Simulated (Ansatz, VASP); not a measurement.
**BN: VASP beside Ansatz**

```
CELL_PARAMETERS angstrom
0.00000 1.82557 1.80750
1.82557 0.00000 1.80750
1.82557 1.82557 0.00000
ATOMIC_POSITIONS crystal
B 0.00000 0.00000 0.00000
N 0.25000 0.25000 0.25000
```

Alike in both runs: task single point; functional r2SCAN; k mesh 10 × 10 × 10; occupations gaussian, width 0.05 eV; no spin polarisation.

|  | VASP | Ansatz |
| --- | --- | --- |
| version | VASP 6.6.1 | Ansatz 0.2.0 |
| potentials or method | VASP PAW PBE potentials, release 64 (B, N), cutoff 520 eV | plane waves, PAW |
| valence electrons in the cell | 8 | 8 |

Ansatz gave:

* pressure (GPa): -9.1
* traceless stress, the component that is largest in VASP (GPa): 4.14

Which values does VASP return?

Pressure (GPa): -8.1; traceless stress, the component that is largest in VASP (GPa): 4.13.

VASP's potentials were made for PBE, not for r2SCAN.
